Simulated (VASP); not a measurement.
Here is a VASP 6.6.1 calculation.

POSCAR

```
BN
1.0
    0.0000000000      1.7458259350      1.7458259350
    1.7458259350      0.0000000000      1.7458259350
    1.7458259350      1.7458259350      0.0000000000
B N
1 1
Direct
    0.0000000000      0.0000000000      0.0000000000
    0.5000000000      0.5000000000      0.5000000000
```

INCAR.step1

```
ALGO     = Normal         # electronic algorithm
EDIFF    = 1E-4           # SCF threshold, eV
ENCUT    = 520            # plane-wave cutoff, eV
GGA      = PE             # functional
ISMEAR   = 0              # smearing method
LASPH    = T              # aspherical terms in the spheres
LCHARG   = F              # write CHGCAR
LREAL    = F              # projectors in reciprocal space
LWAVE    = T              # write WAVECAR
NBANDS   = 11             # bands
NELM     = 80             # most SCF steps
PREC     = Accurate       # precision mode
SIGMA    = 0.01           # smearing width, eV
```

File INCAR.step2:

```
ALGO     = Normal         # electronic algorithm
EDIFF    = 1E-7           # SCF threshold, eV
ENCUT    = 520            # plane-wave cutoff, eV
ISIF     = 2              # what is computed and relaxed
ISMEAR   = 0              # smearing method
ISTART   = 1            
LASPH    = T              # aspherical terms in the spheres
LCHARG   = T              # write CHGCAR
LELF     = T              # ELF
LMIXTAU  = T            
LREAL    = F              # projectors in reciprocal space
LVHAR    = T            
LWAVE    = F              # write WAVECAR
METAGGA  = R2SCAN         # meta-GGA
NBANDS   = 11             # bands
NELM     = 80             # most SCF steps
PREC     = Accurate       # precision mode
SIGMA    = 0.01           # smearing width, eV
```

KPOINTS

```
k-points
0
Gamma
  8 8 8
```

Potentials or basis: VASP PAW PBE potentials, release 64 (B, N).

Run with:

```console
$ cat potpaw_PBE.64/B/POTCAR potpaw_PBE.64/N/POTCAR > POTCAR
$ cp INCAR.step1 INCAR
$ mpirun -np 1 vasp_std > vasp.out
$ cp INCAR.step2 INCAR
$ mpirun -np 1 vasp_std > vasp.out
```

(1) Estimate the band gap on the k mesh.

(2) Estimate the pressure.

Answers

(1) 1.48 eV, indirect (least direct gap 6.51 eV).

(2) 0.4 GPa.

Caveat: the PAW data sets were made with another functional, which shifts forces and pressure a little.
